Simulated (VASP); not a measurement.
GaN:

```
CELL_PARAMETERS angstrom
0.04335 2.24732 2.24732
2.24732 0.04335 2.24732
2.24732 2.24732 0.04335
ATOMIC_POSITIONS crystal
Ga 0.00151 0.00151 0.00151
N 0.24849 0.24849 0.24849
```

This cell differs from its parent crystal: epitaxial 111 strain -2.0%.

Base run:

| Property | Result |
| --- | --- |
| Program | VASP 6.6.1 |
| Functional | r2SCAN |
| Potentials or basis | VASP PAW PBE potentials, release 64 (Ga_d, N) |
| Cutoff | 520 eV |
| k mesh | 10 × 10 × 10 |
| Occupations | gaussian, width 0.01 eV |
| Spin | no spin polarisation |

Its results: band gap on the k mesh 2.27 eV, direct; pressure 7.9 GPa; largest force 0.006 eV/Å.

**Question.** The run is repeated on the same cell with these changes: functional from r2SCAN to PBE; k mesh from 10 × 10 × 10 to 6 × 6 × 6. What comes out?

**Answer.** Band gap on the k mesh 1.87 eV, direct; pressure 12.9 GPa; largest force 0.020 eV/Å.

Several settings changed at once, so the effect can't be laid on one alone.

Caveats: the PAW data sets were made with another functional, which shifts forces and pressure a little (some runs).

